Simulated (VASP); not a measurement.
# Ge (Fd-3m) in VASP: settings compared

Aim: see how the results for Ge move with the level of theory and the settings. Levels: r2SCAN, revPBE+D3(BJ). Tasks: single point, relaxation of cell and atoms.

Everything below comes from runs of VASP 6.6.1. Logs are shortened: lines on timing, memory, paths and dates and some standing lists are left out, and cuts for length are marked.

**Measured values to compare with.**

“Electronic and optical properties of SixGe1-x-ySny alloys lattice-matched to Ge”, 2021, arxiv:2109.02782 reports, for a bulk crystal of Ge at 300 K: band gap 0.807 eV (direct).

How close the calculation comes is told below.

### Step 1. The cell of the first run

Symmetry: Fd-3m, No. 227, cubic system. The conventional cell has a = 5.672 Å, b = 5.672 Å, c = 5.672 Å, α = 90.00°, β = 90.00°, γ = 90.00°. Ge (site symmetry -43m) has 4 Ge at 2.46 Å within 3.2 Å.

### Step 2. Single point, r2SCAN

POSCAR

```
Ge
1.0
    4.0104997274      0.0000000000      0.0000000000
    2.0052498637      3.4731946458      0.0000000000
    2.0052498637      1.1577315486      3.2745593152
Ge
2
Direct
    0.0000000000      0.0000000000      0.0000000000
    0.2500000000      0.2500000000      0.2500000000
```

INCAR.step1

```
PREC = Accurate
ENCUT = 550
ISMEAR = 0
SIGMA = 0.01
LREAL = False
LASPH = True
NELM = 120
NBANDS = 21
GGA = PE
ALGO = Normal
EDIFF = 1E-5
LWAVE = True
LCHARG = False
GGA_COMPAT = False
```

INCAR.step2

```
PREC = Accurate
ENCUT = 550
EDIFF = 1E-6
ISMEAR = 0
SIGMA = 0.01
LREAL = False
LASPH = True
NELM = 120
ALGO = Normal
ISIF = 2
LWAVE = False
LCHARG = False
METAGGA = R2SCAN
LMIXTAU = True
NBANDS = 21
ISTART = 1
GGA_COMPAT = False
```

KPOINTS

```
regular mesh
0
Gamma
  6 6 6
```

Potentials or basis: VASP PAW PBE potentials, release 64 (Ge_d).

Started as:

```bash
$ cat potpaw_PBE.64/Ge_d/POTCAR > POTCAR
$ cp INCAR.step1 INCAR
$ mpirun -np 1 vasp_std > vasp.out
$ cp INCAR.step2 INCAR
$ mpirun -np 1 vasp_std > vasp.out
```

OUTCAR:

```text
PREC = Accurate
   ENCUT = 550
   EDIFF = 1E-6
   ISMEAR = 0
   LREAL = False
   LASPH = True
   NELM = 120
   ISIF = 2
   METAGGA = R2SCAN
   ISTART = 1

 ion  position               nearest neighbor table
   1  0.000  0.000  0.000-   2 2.46   2 2.46   2 2.46   2 2.46
   2  0.250  0.250  0.250-   1 2.46   1 2.46   1 2.46   1 2.46

  LATTYP: Found a face centered cubic cell.
 ALAT       =     5.6717031064

  Lattice vectors:

 A1 = (   4.0104997274,   0.0000000000,   0.0000000000)
 A2 = (   2.0052498637,   3.4731946458,   0.0000000000)
 A3 = (   2.0052498637,   1.1577315486,   3.2745593152)

Analysis of symmetry for initial positions (statically):
=====================================================================
 Subroutine PRICEL returns:
 Original cell was already a primitive cell.

 Routine SETGRP: Setting up the symmetry group for a
 face centered cubic supercell.

 Subroutine GETGRP returns: Found 48 space group operations
 (whereof 24 operations were pure point group operations)
 out of a pool of 48 trial point group operations.

The static configuration has the point symmetry T_d .
 The point group associated with its full space group is O_h .

Analysis of symmetry for dynamics (positions and initial velocities):
=====================================================================
 Subroutine PRICEL returns:
 Original cell was already a primitive cell.

 Routine SETGRP: Setting up the symmetry group for a
 face centered cubic supercell.

 Subroutine GETGRP returns: Found 48 space group operations
 (whereof 24 operations were pure point group operations)
 out of a pool of 48 trial point group operations.

The dynamic configuration has the point symmetry T_d .
 The point group associated with its full space group is O_h .

 Subroutine INISYM returns: Found 48 space group operations
 (whereof 24 operations are pure point group operations),
 and found     1 'primitive' translations

----------------------------------------------------------------------------------------

                                     Primitive cell

  volume of cell :      45.6121

  direct lattice vectors                    reciprocal lattice vectors
     4.010499727  0.000000000  0.000000000     0.249345485 -0.143959683 -0.101794868
     2.005249864  3.473194646  0.000000000     0.000000000  0.287919366 -0.101794868
     2.005249864  1.157731549  3.274559315     0.000000000  0.000000000  0.305384604

  length of vectors
     4.010499727  4.010499727  4.010499727     0.305384604  0.305384604  0.305384604

  position of ions in fractional coordinates (direct lattice)
     0.000000000  0.000000000  0.000000000
     0.250000000  0.250000000  0.250000000

  ion indices of the primitive-cell ions
   primitive index   ion index
                 1           1
                 2           2

----------------------------------------------------------------------------------------

 KPOINTS: regular mesh

Automatic generation of k-mesh.
 Grid dimensions read from file:
 generate k-points for:    6    6    6

 Generating k-lattice:

  Cartesian coordinates                     Fractional coordinates (reciprocal lattice)
     0.041557581 -0.023993280 -0.016965811     0.166666667 -0.000000000 -0.000000000
     0.000000000  0.047986561 -0.016965811     0.000000000  0.166666667  0.000000000
     0.000000000  0.000000000  0.050897434     0.000000000  0.000000000  0.166666667

  Length of vectors
     0.050897434  0.050897434  0.050897434

  Shift w.r.t. Gamma in fractional coordinates (k-lattice)
     0.000000000  0.000000000  0.000000000

 Subroutine IBZKPT returns following result:
 ===========================================

 Found     16 irreducible k-points:

 Following reciprocal coordinates:
            Coordinates               Weight
  0.000000  0.000000  0.000000      1.000000
  0.166667  0.000000  0.000000      8.000000
  0.333333  0.000000  0.000000      8.000000
  0.500000 -0.000000  0.000000      4.000000
  0.166667  0.166667  0.000000      6.000000
  0.333333  0.166667 -0.000000     24.000000
[... 8 lines left out ...]
 -0.333333  0.333333  0.166667     24.000000
 -0.333333  0.500000  0.166667     12.000000
   k-points           NKPTS =     16   k-points in BZ     NKDIM =     16   number of bands    NBANDS=     21
   number of dos      NEDOS =    301   number of ions     NIONS =      2
   total plane-waves  NPLWV =  32768
   dimension x,y,z NGX =    32 NGY =   32 NGZ =   32
   dimension x,y,z NGXF=    64 NGYF=   64 NGZF=   64
   ions per type =               2
   NGX,Y,Z   is equivalent  to a cutoff of  13.26, 13.26, 13.26 a.u.
   NGXF,Y,Z  is equivalent  to a cutoff of  26.53, 26.53, 26.53 a.u.
 SYSTEM =  unknown system
   PREC   = accura    normal or accurate (medium, high low for compatibility)
   ISTART =      1    job   : 0-new  1-cont  2-samecut
   ICHARG =      0    charge: 1-file 2-atom 10-const
   ISPIN  =      1    spin polarized calculation?
   LNONCOLLINEAR =      F non collinear calculations
   LSORBIT =      F    spin-orbit coupling
   LASPH  =      T    aspherical Exc in radial PAW
   ENCUT  =  550.0 eV  40.42 Ry    6.36 a.u.   7.67  7.67  7.67*2*pi/ulx,y,z
   NELM   =    120;   NELMIN=  2; NELMDL=  0     # of ELM steps
   EDIFF  = 0.1E-05   stopping-criterion for ELM
   LREAL  =      F    real-space projection
   EDIFFG = 0.1E-04   stopping-criterion for IOM
   NSW    =      0    number of steps for IOM
   IBRION =     -1    ionic relax: 0-MD 1-quasi-New 2-CG
   NFREE  =      0    steps in history (QN), initial steepest desc. (CG)
   ISIF   =      2    stress and relaxation
   ISYM   =      2    0-nonsym 1-usesym 2-fastsym
   POTIM  = 0.5000    time-step for ionic-motion
   TEBEG  =    0.0;   TEEND  =   0.0 temperature during run
   PSTRESS=    0.0 pullay stress
   NELECT =      28.0000    total number of electrons
   NUPDOWN=      -1.0000    fix difference up-down
   EMIN   =  10.00;   EMAX   =-10.00  energy-range for DOS
   EFERMI =   0.00;   METHOD = LEGACY
   ISMEAR =     0;   SIGMA  =   0.01  broadening in eV -4-tet -1-fermi 0-gaus
   EFERMI_NEDOS =   21; number of points for ismear=-14 and -15
   IALGO  =     38    algorithm
   IMIX   =      4    mixing-type and parameters
     AMIX     =   0.40;   BMIX     =  1.00
     AMIX_MAG =   1.60;   BMIX_MAG =  1.00
  volume/ion in A,a.u.               =      22.81       153.90
  Fermi-wavevector in a.u.,A,eV,Ry     =   1.391342  2.629256 26.338616  1.935834
  Thomas-Fermi vector in A             =   2.515191
   LORBIT       =      0    0 simple, 1 ext, 2 COOP (PROOUT), +10 PAW based schemes
   METAGGA = R2SCAN    functional components
   LHFCALC =     F    Hartree Fock is set to
   AEXX    =    0.0000 exact exchange contribution
   IVDW    =     0    specifies the selected vdW correction
   LEPSILON=     F    determine dielectric tensor
   LRPA    =     F    only Hartree local field effects (RPA)
 non-spin polarized calculation
 Gauss-broadening in eV      SIGMA  =   0.01
  energy-cutoff  :      550.00
  volume of cell :       45.61
 maximum number of plane-waves:      1363
 NGX is ok and might be reduce to    32
   NGX = 15   NGY = 15   NGZ = 15

 number of electron      28.0000019 magnetization

 Free energy of the ion-electron system (eV)
  ---------------------------------------------------
  ext. energy  EPLUGINS =         0.00000000
  ---------------------------------------------------
  free energy    TOTEN  =       -27.70581062 eV

  energy without entropy =      -27.70581062  energy(sigma->0) =      -27.70581062

 E-fermi :   4.8189     XC(G=0): -10.7762

 val. band max:        4.7362138682   @ k =   0.0000   0.0000   0.0000
 cond. band min:       5.0713416785   @ k =   0.0000   0.0000   0.0000
 fundamental gap:      0.3351278103
 Fermi energy:         4.8189286850

 k-point     1 :       0.0000    0.0000    0.0000
  band No.  band energies     occupation
      1     -20.7466      2.00000
      2     -20.7466      2.00000
      3     -20.7466      2.00000
      4     -20.7079      2.00000
      5     -20.7079      2.00000
      6     -20.4944      2.00000
[... 13 lines left out ...]
     20      14.6483      0.00000
     21      14.6483      0.00000

 k-point     2 :       0.1667    0.0000    0.0000
  band No.  band energies     occupation
      1     -20.7587      2.00000
      2     -20.7587      2.00000
      3     -20.7423      2.00000
      4     -20.6900      2.00000
      5     -20.6900      2.00000
      6     -20.5092      2.00000
[... 13 lines left out ...]
     20      13.5451      0.00000
     21      13.5451      0.00000

 k-point     3 :       0.3333    0.0000    0.0000
  band No.  band energies     occupation
      1     -20.7691      2.00000
      2     -20.7691      2.00000
      3     -20.7334      2.00000
      4     -20.6702      2.00000
      5     -20.6702      2.00000
      6     -20.5223      2.00000
[... 13 lines left out ...]
     20      14.1987      0.00000
     21      14.1987      0.00000

 k-point     4 :       0.5000   -0.0000    0.0000
  band No.  band energies     occupation
      1     -20.7715      2.00000
      2     -20.7715      2.00000
      3     -20.7288      2.00000
      4     -20.6647      2.00000
      5     -20.6647      2.00000
      6     -20.5249      2.00000
[... 13 lines left out ...]
     20      16.5375      0.00000
     21      16.5741      0.00000

 k-point     5 :       0.1667    0.1667    0.0000
  band No.  band energies     occupation
      1     -20.7563      2.00000
      2     -20.7563      2.00000
      3     -20.7557      2.00000
      4     -20.6915      2.00000
      5     -20.6695      2.00000
      6     -20.5450      2.00000
[... 13 lines left out ...]
     20      13.7463      0.00000
     21      15.1432      0.00000
[... 190 lines left out ...]
     20      17.0032      0.00000
     21      18.2062      0.00000

 k-point    14 :       0.5000    0.3333    0.1667
  band No.  band energies     occupation
      1     -20.7867      2.00000
      2     -20.7837      2.00000
      3     -20.7066      2.00000
      4     -20.6490      2.00000
      5     -20.6139      2.00000
      6     -20.5988      2.00000
[... 13 lines left out ...]
     20      15.2242      0.00000
     21      17.7998      0.00000

 k-point    15 :      -0.3333    0.3333    0.1667
  band No.  band energies     occupation
      1     -20.7971      2.00000
      2     -20.7865      2.00000
      3     -20.6840      2.00000
      4     -20.6306      2.00000
      5     -20.6073      2.00000
      6     -20.6006      2.00000
[... 13 lines left out ...]
     20      17.1698      0.00000
     21      17.2814      0.00000

 k-point    16 :      -0.3333    0.5000    0.1667
  band No.  band energies     occupation
      1     -20.7923      2.00000
      2     -20.7923      2.00000
      3     -20.6630      2.00000
      4     -20.6630      2.00000
      5     -20.5927      2.00000
      6     -20.5927      2.00000
[... 13 lines left out ...]
     20      16.3642      0.00000
     21      18.3600      0.00000

------------------------ aborting loop because EDIFF is reached ----------------------------------------

  FORCE on cell =-STRESS in cart. coord.  units (eV):
  Direction    XX          YY          ZZ          XY          YZ          ZX
  --------------------------------------------------------------------------------------
  -------------------------------------------------------------------------------------
  Total        0.0350561      0.0350561      0.0350561     -0.0000000      0.0000000     -0.0000000
  in kB        1.2313836      1.2313836      1.2313836     -0.0000000      0.0000000     -0.0000000
  external PRESSURE =       1.2313836 kB  Pullay stress =       0.0000000 kB

 VOLUME and BASIS-vectors are now :
 -----------------------------------------------------------------------------
  energy-cutoff  :      550.00
  volume of cell :       45.61
      direct lattice vectors                 reciprocal lattice vectors
     4.010499727  0.000000000  0.000000000     0.249345485 -0.143959683 -0.101794868
     2.005249864  3.473194646  0.000000000     0.000000000  0.287919366 -0.101794868
     2.005249864  1.157731549  3.274559315     0.000000000  0.000000000  0.305384604

 POSITION                                       TOTAL-FORCE (eV/Angst)
 -----------------------------------------------------------------------------------
      0.00000      0.00000      0.00000        -0.000000     -0.000000      0.000000
      2.00525      1.15773      0.81864         0.000000      0.000000     -0.000000
 -----------------------------------------------------------------------------------
    total drift:                                0.000000     -0.000000     -0.000000

  FREE ENERGIE OF THE ION-ELECTRON SYSTEM (eV)
  ---------------------------------------------------
  free  energy   TOTEN  =       -27.7058106185 eV

  energy  without entropy=      -27.7058106185  energy(sigma->0) =      -27.70581062
```

It took 22 s on 1 thread of Intel Xeon 6975P-C (Granite Rapids), shared host; peak memory 0.18 GiB.

Results:

- Free energy: -27.7058 eV
- Pressure: 0.1 GPa
- Band gap on the k mesh: 0.34 eV

Caveat: the PAW data sets were made with another functional, which shifts forces and pressure a little.

(Continued in part 2 of 2.)
